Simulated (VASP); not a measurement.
Set up this calculation in VASP 6.6.1, as the native input.

- Task: single point
- Functional: PBE
- Potentials or basis: VASP PAW PBE potentials, release 64 (As, C, O)
- Cutoff: 520 eV
- k mesh: 4 × 4 × 4
- Occupations: gaussian, width 0.1 eV
- Spin: no spin polarisation
- Dipole correction: no
- Further INCAR settings: ALGO = Normal; EDIFF = 1e-07; NBANDS = 25

The structure of As2CO3 lies in POSCAR:

```
As2CO3
1.0
    5.4113607691      0.0000000000      0.0000000000
    0.0000000000      5.2922324058      0.0000000000
    0.0000000000      0.0000000000      3.9141831471
As C O
2 1 3
Direct
    0.5000000000      0.0000000000      0.0000000000
    0.0000000000      0.0000000000      0.0000000000
    0.5000000000      0.0000000000      0.5000000000
    0.5000000000      0.6819477639      0.0000000000
    0.5000000000      0.3180522361      0.0000000000
    0.0000000000      0.5000000000      0.0000000000
```

The cell was generated, and may not be a known phase.

The input as run:

INCAR

```
SYSTEM = As2CO3
PREC = Accurate ; ENCUT = 520
EDIFF = 1E-7 ; ISMEAR = 0
SIGMA = 0.1 ; LREAL = .False.
LASPH = .True. ; NELM = 80
ALGO = Normal ; ISIF = 2
LWAVE = .False. ; LCHARG = .False.
GGA = PE ; NBANDS = 25
```

KPOINTS

```
Automatic mesh
0
Gamma
  4 4 4
  0 0 0
```

Potentials or basis: VASP PAW PBE potentials, release 64 (As, C, O).

Command:

```console
$ cat potpaw_PBE.64/As/POTCAR potpaw_PBE.64/C/POTCAR potpaw_PBE.64/O/POTCAR > POTCAR
$ mpirun -np 1 vasp_std > vasp.out
```

Results of the run:

| Item | Value |
| --- | --- |
| Pressure | 0.9 GPa |
| Largest force | 0.531 eV/Å |
| Band gap on the k mesh | zero (bands 16 and 17 overlap by 0.35 eV) |

Caveat: the k points lie up to 0.40 Å⁻¹ apart.

It took 2.1 min on 1 thread of Oxide Virtual Turin-like Processor, on a shared host, peak memory 0.21 GiB.
